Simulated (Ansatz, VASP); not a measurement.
One calculation of Al4B3P, two programs

Contents of INCAR:

```
PREC = Accurate ; ENCUT = 520
EDIFF = 1E-6 ; ISMEAR = 0
SIGMA = 0.2 ; LREAL = False
LASPH = True ; NELM = 100
ALGO = Normal ; ISIF = 2
LWAVE = False ; LCHARG = False
GGA = PE ; NBANDS = 23
```

The input KPOINTS:

```
Automatic mesh
0
Gamma
  6 6 2
```

POSCAR

```
Al4B3P
1.0
    3.5093362926      0.0000000000      0.0000000000
   -1.7546681463      3.0391743798      0.0000000000
    0.0000000000      0.0000000000      9.6093083017
Al B P
4 3 1
Direct
    0.6666666667      0.3333333333      0.3355040547
    0.6666666667      0.3333333333      0.8739910996
    0.3333333333      0.6666666667      0.6644959453
    0.3333333333      0.6666666667      0.1260089004
    0.0000000000      0.0000000000      0.0000000000
    1.0000000000      0.0000000000      0.8193701265
    0.0000000000      1.0000000000      0.1806298735
    1.0000000000      0.0000000000      0.5000000000
```

Input for Ansatz:

```yaml
crystal:
  lattice:
    - [3.5093362926, 0.0, 0.0]
    - [-1.7546681463, 3.0391743798, 0.0]
    - [0.0, 0.0, 9.6093083017]
  atoms:
    - { symbol: Al, position: [0.6666666667, 0.3333333333, 0.3355040547] }
    - { symbol: Al, position: [0.6666666667, 0.3333333333, 0.8739910996] }
    - { symbol: Al, position: [0.3333333333, 0.6666666667, 0.6644959453] }
    - { symbol: Al, position: [0.3333333333, 0.6666666667, 0.1260089004] }
    - { symbol: B, position: [0.0, 0.0, 0.0] }
    - { symbol: B, position: [1.0, 0.0, 0.8193701265] }
    - { symbol: B, position: [0.0, 1.0, 0.1806298735] }
    - { symbol: P, position: [1.0, 0.0, 0.5] }
basis:
  ecutwfc: 420
kpoints:
  mp_grid: { grid: [6, 6, 2] }
hamiltonian:
  xc: pbe
scf:
  occupations: { method: gaussian, width: 0.2 }
  lower_state_search: "off"
output:
  forces: true
  stress: true
  eigenvalues: true
```

Alike in both runs: task single point; functional PBE; k mesh 6 × 6 × 2; occupations gaussian, width 0.2 eV; no spin polarisation.

|  | VASP | Ansatz |
| --- | --- | --- |
| version | VASP 6.6.1 | Ansatz 0.2.0 |
| potentials or method | VASP PAW PBE potentials, release 64 (Al, B, P), cutoff 520 eV | scalar-relativistic, plane waves, PAW |
| valence electrons in the cell | 26 | 26 |

```csv
,VASP,Ansatz,Ansatz less VASP
gap on the k mesh at the Fermi level (eV),none,none,-
pressure (GPa),0.0,0.0,+0.05
"traceless stress, the component that is largest in VASP (GPa)",-0.21,-0.24,-0.023
rms of the force components (eV/Å),0.027,0.027,0.0000
```

Atom by atom the forces differ by 0.002 eV/Å (rms over components). A gap of «none» marks a metal or a gap that the smearing closes. With one functional, cell and mesh, what is left measures potentials, basis and numerics.
